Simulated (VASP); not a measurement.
# WS2 in VASP: notebook, part 2 of 2

VASP 6.6.1.

## Step 3: Single point, PBEsol (strain -0.0150 x Voigt [0, 0, 1, 0, 0, 0])

INCAR reads:

```
SYSTEM = WS2
  PREC = Accurate
  ENCUT = 520
  EDIFF = 1E-6
  ISMEAR = 0
  SIGMA = 0.05
  LREAL = .False.
  LASPH = .True.
  NELM = 60
  ALGO = Normal
  ISIF = 2
  LWAVE = .False.
  LCHARG = .False.
  GGA = PS
  NBANDS = 35
```

KPOINTS reads:

```
regular mesh
0
Gamma
  12 12 2
  0 0 0
```

POSCAR reads:

```
WS2
1.0
    3.1458813836      0.0000000000      0.0000000000
   -1.5729406918      2.7244131955      0.0000000000
    0.0000000000      0.0000000000     23.2139453997
W S
2 4
Direct
    0.3333333333      0.6666666667      0.6345758579
    0.6666666667      0.3333333333      0.3654241421
    0.3333333333      0.6666666667      0.2989469828
    0.6666666667      0.3333333333      0.5680493466
    0.3333333333      0.6666666667      0.4319506534
    0.6666666667      0.3333333333      0.7010530172
```

Potentials or basis: VASP PAW PBE potentials, release 64 (W_sv, S).

On the command line:

```
cat potpaw_PBE.64/W_sv/POTCAR potpaw_PBE.64/S/POTCAR > POTCAR
mpirun -np 1 vasp_std > vasp.out
```

OUTCAR:

```text
SYSTEM = WS2
   PREC = Accurate
   ENCUT = 520
   EDIFF = 1E-6
   ISMEAR = 0
   LREAL = .False.
   LASPH = .True.
   NELM = 60
   ISIF = 2
   GGA = PS

 ion  position               nearest neighbor table
   1  0.333  0.667  0.635-   6 2.38   6 2.38   6 2.38   4 2.38   4 2.38   4 2.38
   2  0.667  0.333  0.365-   3 2.38   3 2.38   3 2.38   5 2.38   5 2.38   5 2.38
   3  0.333  0.667  0.299-   2 2.38   2 2.38   2 2.38
   4  0.667  0.333  0.568-   1 2.38   1 2.38   1 2.38
   5  0.333  0.667  0.432-   2 2.38   2 2.38   2 2.38
   6  0.667  0.333  0.701-   1 2.38   1 2.38   1 2.38

  LATTYP: Found a hexagonal cell.
 ALAT       =     3.1458813836
 C/A-ratio  =     7.3791547007

  Lattice vectors:

 A1 = (   3.1458813836,   0.0000000000,   0.0000000000)
 A2 = (  -1.5729406918,   2.7244131955,   0.0000000000)
 A3 = (   0.0000000000,   0.0000000000,  23.2139453997)

Analysis of symmetry for initial positions (statically):
=====================================================================
 Subroutine PRICEL returns:
 Original cell was already a primitive cell.

 Routine SETGRP: Setting up the symmetry group for a
 hexagonal supercell.

 Subroutine GETGRP returns: Found 12 space group operations
 (whereof 12 operations were pure point group operations)
 out of a pool of 24 trial point group operations.

The static configuration has the point symmetry D_3d.

Analysis of symmetry for dynamics (positions and initial velocities):
=====================================================================
 Subroutine PRICEL returns:
 Original cell was already a primitive cell.

 Routine SETGRP: Setting up the symmetry group for a
 hexagonal supercell.

 Subroutine GETGRP returns: Found 12 space group operations
 (whereof 12 operations were pure point group operations)
 out of a pool of 24 trial point group operations.

The dynamic configuration has the point symmetry D_3d.

 Subroutine INISYM returns: Found 12 space group operations
 (whereof 12 operations are pure point group operations),
[... 127 lines left out ...]
  Thomas-Fermi vector in A             =   2.181547
   LORBIT       =      0    0 simple, 1 ext, 2 COOP (PROOUT), +10 PAW based schemes
   GGA     = PS    functional components
   LHFCALC =     F    Hartree Fock is set to
   AEXX    =    0.0000 exact exchange contribution
   IVDW    =     0    specifies the selected vdW correction
   LEPSILON=     F    determine dielectric tensor
   LRPA    =     F    only Hartree local field effects (RPA)
 non-spin polarized calculation
 Gauss-broadening in eV      SIGMA  =   0.05
  energy-cutoff  :      520.00
  volume of cell :      198.96
 maximum number of plane-waves:      5396
 NGX is ok and might be reduce to    24
   NGX = 11   NGY = 11   NGZ = 87

 number of electron      51.9999991 magnetization

 Free energy of the ion-electron system (eV)
  ---------------------------------------------------
  ext. energy  EPLUGINS =         0.00000000
  ---------------------------------------------------
  free energy    TOTEN  =       -50.49914934 eV

  energy without entropy =      -50.49914934  energy(sigma->0) =      -50.49914934

 E-fermi :   1.6473     XC(G=0):  -6.3181

 val. band max:        1.3382338415   @ k =   0.0000   0.0000   0.0000
 cond. band min:       2.7893452146   @ k =   0.3333   0.3333   0.0000
 fundamental gap:      1.4511113731
 Fermi energy:         1.6472985886

 k-point     1 :       0.0000    0.0000    0.0000
  band No.  band energies     occupation
      1     -72.9452      2.00000
      2     -72.9452      2.00000
      3     -37.2356      2.00000
      4     -37.2356      2.00000
      5     -37.0473      2.00000
      6     -37.0473      2.00000
[... 901 lines left out ...]
     34       5.7086      0.00000
     35       7.5451      0.00000

 [... further k-points ...]

------------------------ aborting loop because EDIFF is reached ----------------------------------------

  FORCE on cell =-STRESS in cart. coord.  units (eV):
  Direction    XX          YY          ZZ          XY          YZ          ZX
  --------------------------------------------------------------------------------------
  -------------------------------------------------------------------------------------
  Total        1.2335686      1.2335686      3.1844783     -0.0000000      0.0000000      0.0000000
  in kB        9.9336675      9.9336675     25.6439311     -0.0000000      0.0000000      0.0000000
  external PRESSURE =      15.1704220 kB  Pullay stress =       0.0000000 kB

 VOLUME and BASIS-vectors are now :
 -----------------------------------------------------------------------------
  energy-cutoff  :      520.00
  volume of cell :      198.96
      direct lattice vectors                 reciprocal lattice vectors
     3.145881384  0.000000000  0.000000000     0.317875939  0.183525759  0.000000000
    -1.572940692  2.724413195  0.000000000     0.000000000  0.367051518  0.000000000
     0.000000000  0.000000000 23.213945400     0.000000000  0.000000000  0.043077555

 POSITION                                       TOTAL-FORCE (eV/Angst)
 -----------------------------------------------------------------------------------
     -0.00000      1.81628     14.73101         0.000000     -0.000000      0.003397
      1.57294      0.90814      8.48294        -0.000000      0.000000     -0.003397
     -0.00000      1.81628      6.93974         0.000000      0.000000     -0.516191
      1.57294      0.90814     13.18667        -0.000000      0.000000     -0.505271
     -0.00000      1.81628     10.02728         0.000000     -0.000000      0.505271
      1.57294      0.90814     16.27421        -0.000000      0.000000      0.516191
 -----------------------------------------------------------------------------------
    total drift:                                0.000000      0.000000      0.000000

  FREE ENERGIE OF THE ION-ELECTRON SYSTEM (eV)
  ---------------------------------------------------
  free  energy   TOTEN  =       -50.4991493420 eV

  energy  without entropy=      -50.4991493420  energy(sigma->0) =      -50.49914934
```

Wall time 6.3 min (1 thread of Intel Xeon 8259CL, shared host); peak memory 0.44 GiB.

What came out:

```yaml
Free_energy: -50.4991 eV
Largest_force: 0.516 eV/Å
Band_gap_on_the_k_mesh: 1.45 eV (least direct gap 1.84 eV)
```

Forces on the atoms (eV/Å):
```
W    0.000  0.000  0.003
W    0.000  0.000 -0.003
S    0.000  0.000 -0.516
S    0.000  0.000 -0.505
S    0.000  0.000  0.505
S    0.000  0.000  0.516
```

Levels at points of the mesh, in eV from the valence-band top:
```tsv
k point	band 24	band 25	band 26	band 27	band 28	band 29
(0.00, 0.00, 0.00)	-2.05	-0.64	0.00	2.58	2.58	2.59
(0.50, 0.00, 0.00)	-1.63	-1.42	-1.35	2.56	2.58	2.98
(0.00, 0.00, 0.50)	-2.05	-0.64	0.00	2.58	2.58	2.59
(0.50, 0.00, 0.50)	-1.63	-1.42	-1.35	2.56	2.58	2.98
```

Caveat: the cell differs from its parent crystal (strain -0.0150 x Voigt [0, 0, 1, 0, 0, 0]); there is no dipole correction, which matters where the two faces differ; the PAW data sets were made with another functional, which shifts forces and pressure a little; spin-orbit coupling is left out, which moves the levels of the heavy elements.

## Step 4: Single point, PBEsol (strain -0.0100 x Voigt [0, 0, 1, 0, 0, 0])

INCAR: that of step 3 with these lines changed.

```diff
@@ -3,3 +3,3 @@
   ENCUT = 520
-  EDIFF = 1E-6
+  EDIFF = 1E-7
   ISMEAR = 0
```

KPOINTS is that of step 3.

POSCAR: that of step 3 with these lines changed.

```diff
@@ -4,3 +4,3 @@
    -1.5729406918      2.7244131955      0.0000000000
-    0.0000000000      0.0000000000     23.2139453997
+    0.0000000000      0.0000000000     23.3317826860
 W S
```

On the command line:

```
cat potpaw_PBE.64/W_sv/POTCAR potpaw_PBE.64/S/POTCAR > POTCAR
mpirun -np 1 vasp_std > vasp.out
```

It took 6.3 min on 1 thread of Intel Xeon 8259CL, shared host; peak memory 0.43 GiB.

Results (log left out):

| Quantity | Value |
| --- | --- |
| Free energy | -50.5128 eV |
| Largest force | 0.348 eV/Å |
| Band gap on the k mesh | 1.50 eV (least direct gap 1.86 eV) |

Forces in eV/Å, atoms in the order of the input:
```
W    0.000  0.000  0.003
W    0.000  0.000 -0.003
S    0.000  0.000 -0.348
S    0.000  0.000 -0.341
S    0.000  0.000  0.341
S    0.000  0.000  0.348
```

Levels at points of the mesh, in eV from the valence-band top:
| k point | band 24 | band 25 | band 26 | band 27 | band 28 | band 29 |
| --- | --- | --- | --- | --- | --- | --- |
| (0.00, 0.00, 0.00) | -2.00 | -0.63 | 0.00 | 2.62 | 2.62 | 2.63 |
| (0.50, 0.00, 0.00) | -1.57 | -1.37 | -1.31 | 2.62 | 2.63 | 3.01 |
| (0.00, 0.00, 0.50) | -2.00 | -0.63 | 0.00 | 2.62 | 2.62 | 2.63 |
| (0.50, 0.00, 0.50) | -1.57 | -1.37 | -1.31 | 2.62 | 2.63 | 3.01 |

Caveat: the cell differs from its parent crystal (strain -0.0100 x Voigt [0, 0, 1, 0, 0, 0]); there is no dipole correction, which matters where the two faces differ; the PAW data sets were made with another functional, which shifts forces and pressure a little; spin-orbit coupling is left out, which moves the levels of the heavy elements.

## Step 5: The runs side by side

```csv
cell,gap on the mesh (eV),largest force (eV/Å)
"a = 3.146, b = 3.146, c = 23.096 Å, angles 90.0, 90.0, 120.0°, 6 atoms",1.38,0.69
"a = 3.146, b = 3.146, c = 23.214 Å, angles 90.0, 90.0, 120.0°, 6 atoms",1.45,0.52
"a = 3.146, b = 3.146, c = 23.332 Å, angles 90.0, 90.0, 120.0°, 6 atoms",1.50,0.35
```

Alike in all rows: task single point; level PBEsol; potentials or basis VASP PAW PBE potentials, release 64 (W_sv, S); no spin polarisation; k mesh 12 × 12 × 2; cutoff (eV) 520; smearing gaussian 0.05 eV.

Caveats: there is no dipole correction, which matters where the two faces differ; the PAW data sets were made with another functional, which shifts forces and pressure a little; spin-orbit coupling is left out, which moves the levels of the heavy elements.

Total energies depend on the potentials used, so only differences within one code and one set of settings carry meaning.
